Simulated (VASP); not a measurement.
A run of VASP 6.6.1 is set up as follows.

Contents of INCAR:

```
ALGO = Normal
EDIFF = 1E-8
ENCUT = 630
GGA = CA
GGA_COMPAT = False
IBRION = 8
ISIF = 2
ISMEAR = 0
LASPH = True
LCHARG = True
LEPSILON = True
LREAL = False
LWAVE = False
NELM = 120
NSW = 1
PREC = Accurate
SIGMA = 0.01
```

Contents of KPOINTS:

```
k-points
0
Gamma
  6 6 4
```

The input POSCAR:

```
CdS
1.0
    4.0743297244      0.0000000000      0.0000000000
   -2.0371648622      3.5284730447      0.0000000000
    0.0000000000      0.0000000000      6.6374638456
Cd S
2 2
Direct
    0.6666666667      0.3333333333      0.5004414159
    0.3333333333      0.6666666667      0.0004414159
    0.6666666667      0.3333333333      0.8765585841
    0.3333333333      0.6666666667      0.3765585841
```

Potentials or basis: VASP PAW LDA potentials, release 64 (Cd_sv_GW, S).

The run is started by

```sh
$ cat potpaw_LDA.64/Cd_sv_GW/POTCAR potpaw_LDA.64/S/POTCAR > POTCAR
$ mpirun -np 1 vasp_std > vasp.out
```

(1) What does it give for the electronic dielectric tensor (diagonal)?

(2) Estimate the Born charges (mean of the diagonal).

(3) What does it give for the highest phonon frequency at Γ, LO-TO splitting left out?

Answers

(1) 7.58, 7.58, 7.36.

(2) Cd +2.16; S -2.16 e.

(3) 307 cm⁻¹.
